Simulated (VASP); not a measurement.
A run of VASP 6.6.1:

Contents of INCAR:

```
ALGO = Fast
EDIFF = 1E-6
ENCUT = 520
ISIF = 2
ISMEAR = 0
LASPH = True
LCHARG = False
LREAL = False
LWAVE = False
NBANDS = 13
NELM = 80
PREC = Accurate
SIGMA = 0.15
```

Contents of KPOINTS:

```
k-points
0
Gamma
  22 22 22
```

POSCAR

```
W
1.0
   -2.1063074146      1.5584292789      1.5584292789
    1.5584292789     -2.1063074146      1.5584292789
    1.5584292789      1.5584292789     -2.1063074146
W
1
Direct
    0.0000000000      0.0000000000      0.0000000000
```

Potentials or basis: VASP PAW LDA potentials, release 64 (W_sv).

The run is started by

```bash
$ cat potpaw_LDA.64/W_sv/POTCAR > POTCAR
$ mpirun -np 1 vasp_std > vasp.out
```

Hardware: 1 thread of Intel(R) Xeon(R) 6975P-C (Granite Rapids), with other jobs on the host.

Problem. How long does it take, and how much memory?

Solution. Run time: 110 s on 1 thread of Intel(R) Xeon(R) 6975P-C (Granite Rapids) (shared host), peak memory 0.27 GiB. Counts: scf iterations 12, k points 1024.
